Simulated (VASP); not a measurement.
# Cu (Fm-3m) in VASP: notebook, part 2 of 2

VASP 6.6.1. The steps go on from the part before.

## 5. Single point, BLYP+D4

INCAR

```
  AGGAC = 1.0
  AGGAX = 1.0
  ALDAC = 0.0
  ALDAX = 1.0
  ALGO = Normal
  EDIFF = 1E-6
  ENCUT = 600
  GGA = B5
  GGA_COMPAT = F
  ISIF = 2
  ISMEAR = -1
  IVDW = 13
  LASPH = T
  LCHARG = F
  LREAL = F
  LWAVE = F
  NBANDS = 12
  NELM = 120
  PREC = Accurate
  SIGMA = 0.05
  VDW_A1 = 0.44488865
  VDW_A2 = 4.0933009
  VDW_S6 = 1.0
  VDW_S8 = 2.34076671
```

KPOINTS

```
k-points
0
Gamma
  13 13 13
```

POSCAR

```
Cu
1.0
    0.0000000000      1.8075000000      1.8075000000
    1.8075000000      0.0000000000      1.8075000000
    1.8075000000      1.8075000000      0.0000000000
Cu
1
Direct
    0.0000000000      0.0000000000      0.0000000000
```

Command:

```
> cat potpaw_PBE.64/Cu/POTCAR > POTCAR
> mpirun -np 1 vasp_std > vasp.out
```

Wall time 13 s (1 thread of Intel Xeon Platinum 8259CL at 2.50GHz (Skylake/Cascade Lake), shared host); peak memory 0.13 GiB.

It converged, with:

- Free energy: -4.0462 eV
- Pressure: -4.2 GPa
- Dispersion energy per atom: -1.093 eV

Levels at points of the mesh, in eV from the Fermi level:
```csv
k point,band 4,band 5,band 6,band 7,band 8,band 9
"(0.00, 0.00, 0.00)",-3.33,-2.51,-2.51,22.74,24.99,24.99
```

Caveat: the PAW data sets were made with another functional, which shifts forces and pressure a little; pairwise dispersion overbinds metals, which lowers pressure and volume.

## 6. Single point, BLYP+D4

This run uses another cell than the first one, of 12.05 Å³/atom, 1.020 times its volume.

INCAR

```
PREC = Accurate ; ENCUT = 600
EDIFF = 1E-6 ; ISMEAR = -1
SIGMA = 0.05 ; LREAL = F
LASPH = T ; NELM = 120
ALGO = Normal ; ISIF = 2
LWAVE = F ; LCHARG = F
GGA = B5 ; ALDAX = 1.0
AGGAX = 1.0 ; AGGAC = 1.0
ALDAC = 0.0 ; IVDW = 13
VDW_S6 = 1.0 ; VDW_S8 = 2.34076671
VDW_A1 = 0.44488865 ; VDW_A2 = 4.0933009
NBANDS = 12 ; GGA_COMPAT = F
```

KPOINTS

```
Automatic mesh
0
Gamma
  13 13 13
```

POSCAR

```
Cu
1.0
    0.0000000000      1.8194705475      1.8194705475
    1.8194705475      0.0000000000      1.8194705475
    1.8194705475      1.8194705475      0.0000000000
Cu
1
Direct
    0.0000000000      0.0000000000      0.0000000000
```

Potentials or basis: VASP PAW PBE potentials, release 64 (Cu).

Command:

```
> cat potpaw_PBE.64/Cu/POTCAR > POTCAR
> mpirun -np 1 vasp_std > vasp.out
```

OUTCAR:

```text
PREC = Accurate
   ENCUT = 600
   EDIFF = 1E-6
   ISMEAR = -1
   LREAL = F
   LASPH = T
   NELM = 120
   ISIF = 2
   GGA = B5
   IVDW = 13

 ion  position               nearest neighbor table
   1  0.000  0.000  0.000-

  LATTYP: Found a face centered cubic cell.
 ALAT       =     3.6389410950

  Lattice vectors:

 A1 = (   0.0000000000,   1.8194705475,   1.8194705475)
 A2 = (   1.8194705475,   0.0000000000,   1.8194705475)
 A3 = (   1.8194705475,   1.8194705475,   0.0000000000)

Analysis of symmetry for initial positions (statically):
=====================================================================
 Subroutine PRICEL returns:
 Original cell was already a primitive cell.

 Routine SETGRP: Setting up the symmetry group for a
 face centered cubic supercell.

 Subroutine GETGRP returns: Found 48 space group operations
[... 9 lines left out ...]

 Routine SETGRP: Setting up the symmetry group for a
 face centered cubic supercell.

 Subroutine GETGRP returns: Found 48 space group operations
[... 11 lines left out ...]
                                     Primitive cell

  volume of cell :      12.0466

  direct lattice vectors                    reciprocal lattice vectors
     0.000000000  1.819470547  1.819470547    -0.274805218  0.274805218  0.274805218
     1.819470547  0.000000000  1.819470547     0.274805218 -0.274805218  0.274805218
     1.819470547  1.819470547  0.000000000     0.274805218  0.274805218 -0.274805218

  length of vectors
     2.573119925  2.573119925  2.573119925     0.475976599  0.475976599  0.475976599

  position of ions in fractional coordinates (direct lattice)
     0.000000000  0.000000000  0.000000000

  ion indices of the primitive-cell ions
   primitive index   ion index
                 1           1

----------------------------------------------------------------------------------------

 KPOINTS: Automatic mesh

Automatic generation of k-mesh.
 Grid dimensions read from file:
[... 90 lines left out ...]
   GGA     = B5    functional components
   LHFCALC =     F    Hartree Fock is set to
   AEXX    =    0.0000 exact exchange contribution
   IVDW    =    13    specifies the selected vdW correction
   LEPSILON=     F    determine dielectric tensor
   LRPA    =     F    only Hartree local field effects (RPA)
 non-spin polarized calculation
  energy-cutoff  :      600.00
  volume of cell :       12.05
 maximum number of plane-waves:       415
 NGX is ok and might be reduce to    24
   NGX = 11   NGY = 11   NGZ = 11

 number of electron      10.9999999 magnetization

 Free energy of the ion-electron system (eV)
  ---------------------------------------------------
  ext. energy  EPLUGINS =         0.00000000
  ---------------------------------------------------
  free energy    TOTEN  =        -2.96668763 eV

  energy without entropy =       -2.96405951  energy(sigma->0) =       -2.96537357

 E-fermi :   8.0160     XC(G=0): -12.0445

 val. band max:        7.8069689719   @ k =   0.4615   0.2308   0.0000
 cond. band min:       8.0250091609   @ k =   0.4615   0.3077   0.0000
 fundamental gap:      0.2180401890
 Fermi energy:         8.0160059381

 k-point     1 :       0.0000    0.0000    0.0000
  band No.  band energies     occupation
      1      -1.2871      2.00000
      2       4.7563      2.00000
      3       4.7563      2.00000
      4       4.7563      2.00000
      5       5.5468      2.00000
      6       5.5468      2.00000
      7      30.6095      0.00000
      8      32.6977      0.00000
      9      32.6977      0.00000
     10      32.6977      0.00000
     11      35.3299      0.00000
     12      35.3299      0.00000
[... 331 lines left out ...]
 k-point    24 :       0.4615    0.1538    0.0000
  band No.  band energies     occupation
      1       3.0770      2.00000
      2       4.4578      2.00000
      3       4.8117      2.00000
      4       5.0242      2.00000
      5       6.1237      2.00000
      6       7.5032      1.99993
      7      13.8127      0.00000
      8      24.5946      0.00000
      9      25.7338      0.00000
     10      28.1310      0.00000
     11      37.6724      0.00000
     12      37.9645      0.00000

 [... further k-points ...]

------------------------ aborting loop because EDIFF is reached ----------------------------------------

  DFT-D4 for vdW energy calculation

  Edisp (eV):   -1.07154

  FORCE on cell =-STRESS in cart. coord.  units (eV):
  Direction    XX          YY          ZZ          XY          YZ          ZX
  --------------------------------------------------------------------------------------
  -------------------------------------------------------------------------------------
  Total      -0.50524    -0.50524    -0.50524     0.00000    -0.00000    -0.00000
  in kB     -67.19577   -67.19577   -67.19577     0.00000    -0.00000    -0.00000
  external pressure =      -67.20 kB  Pullay stress =        0.00 kB

 VOLUME and BASIS-vectors are now :
 -----------------------------------------------------------------------------
  energy-cutoff  :      600.00
  volume of cell :       12.05
      direct lattice vectors                 reciprocal lattice vectors
     0.000000000  1.819470547  1.819470547    -0.274805218  0.274805218  0.274805218
     1.819470547  0.000000000  1.819470547     0.274805218 -0.274805218  0.274805218
     1.819470547  1.819470547  0.000000000     0.274805218  0.274805218 -0.274805218

 POSITION                                       TOTAL-FORCE (eV/Angst)
 -----------------------------------------------------------------------------------
      0.00000      0.00000      0.00000        -0.000000      0.000000     -0.000000
 -----------------------------------------------------------------------------------
    total drift:                               -0.000000     -0.000000     -0.000000

  FREE ENERGIE OF THE ION-ELECTRON SYSTEM (eV)
  ---------------------------------------------------
  free  energy   TOTEN  =        -4.0382325648 eV

  energy  without entropy=       -4.0356044438  energy(sigma->0) =       -4.03691850
```

Wall time 15 s (1 thread of Intel Xeon Platinum 8259CL at 2.50GHz (Skylake/Cascade Lake), shared host); peak memory 0.14 GiB.

Results:

* Free energy: -4.0382 eV
* Pressure: -6.7 GPa
* Dispersion energy per atom: -1.072 eV

Caveat: the PAW data sets were made with another functional, which shifts forces and pressure a little; pairwise dispersion overbinds metals, which lowers pressure and volume.

## 7. Overview

| level | cell | smearing | gap on the mesh (eV) | pressure (GPa) |
| --- | --- | --- | --- | --- |
| PBE | a = 2.556 Å, angles 60.0°, 1 atom | gaussian 0.018 eV | none | 2.3 |
| PBE | a = 2.556 Å, angles 60.0°, 1 atom | gaussian 0.021 eV | none | 2.3 |
| BLYP+D4 | a = 2.539 Å, angles 60.0°, 1 atom | fermi-dirac 0.05 eV | none | -1.3 |
| BLYP+D4 | a = 2.556 Å, angles 60.0°, 1 atom | fermi-dirac 0.05 eV | none | -4.2 |
| BLYP+D4 | a = 2.573 Å, angles 60.0°, 1 atom | fermi-dirac 0.05 eV | none | -6.7 |

Alike in all rows: task single point; potentials or basis VASP PAW PBE potentials, release 64 (Cu); no spin polarisation; k mesh 13 × 13 × 13; cutoff (eV) 600.

Every run on the cell as given and a fine mesh finds a metal. The pressure there spans -4.2 GPa (BLYP+D4) to 2.3 GPa (PBE); a positive pressure means that this level wants a larger cell, a negative one a smaller.

Caveats: the PAW data sets were made with another functional, which shifts forces and pressure a little (some runs); pairwise dispersion overbinds metals, which lowers pressure and volume (some runs).

Absolute energies hang on the potentials; compare differences alone.
